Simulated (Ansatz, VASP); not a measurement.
## One calculation of Rb, two programs

Contents of INCAR:

```
SYSTEM = Rb
PREC = Accurate
ENCUT = 520
EDIFF = 1E-7
ISMEAR = -1
SIGMA = 0.02
LREAL = .FALSE.
LASPH = .TRUE.
NELM = 100
ALGO = Normal
ISIF = 2
LWAVE = .FALSE.
LCHARG = .FALSE.
GGA = PE
NBANDS = 10
```

Contents of KPOINTS:

```
Automatic mesh
0
G
  4 4 4
  0 0 0
```

Contents of POSCAR:

```
Rb
1.0
   -2.8025000000      2.8025000000      2.8025000000
    2.8025000000     -2.8025000000      2.8025000000
    2.8025000000      2.8025000000     -2.8025000000
Rb
1
Direct
    0.0000000000      0.0000000000      0.0000000000
```

Contents of input.yaml:

```yaml
crystal:
  lattice:
    - [-2.8025, 2.8025, 2.8025]
    - [2.8025, -2.8025, 2.8025]
    - [2.8025, 2.8025, -2.8025]
  atoms:
    - { symbol: Rb, position: [0.0, 0.0, 0.0] }
kpoints:
  mp_grid: { grid: [4, 4, 4] }
scf:
  occupations: { method: fermi_dirac, width: 0.02 }
hamiltonian:
  xc: pbe
  pseudopotentials: { kind: all_electron, lapw: { basis_error: 0.002 } }
output:
  forces: true
  stress: true
  eigenvalues: true
```

Alike in both runs: task single point; functional PBE; k mesh 4 × 4 × 4; occupations fermi-dirac, width 0.02 eV; no spin polarisation.

|  | VASP | Ansatz |
| --- | --- | --- |
| version | VASP 6.6.1 | Ansatz 0.2.0 |
| potentials or method | VASP PAW PBE potentials, release 64 (Rb_sv), cutoff 520 eV | all-electron LAPW, scalar-relativistic |

```csv
,VASP,Ansatz,Ansatz less VASP
gap on the k mesh at the Fermi level (eV),none,none,-
pressure (GPa),0.2,0.2,0.00
```

A gap of «none» marks a metal or a gap that the smearing closes. Ansatz ran all-electron here, and VASP with PAW potentials.

The k mesh is coarse, so the values compare programs but aren't converged. Noted on Ansatz's run: the k mesh is thin for a metal, which can move the energy by tens of meV per atom.
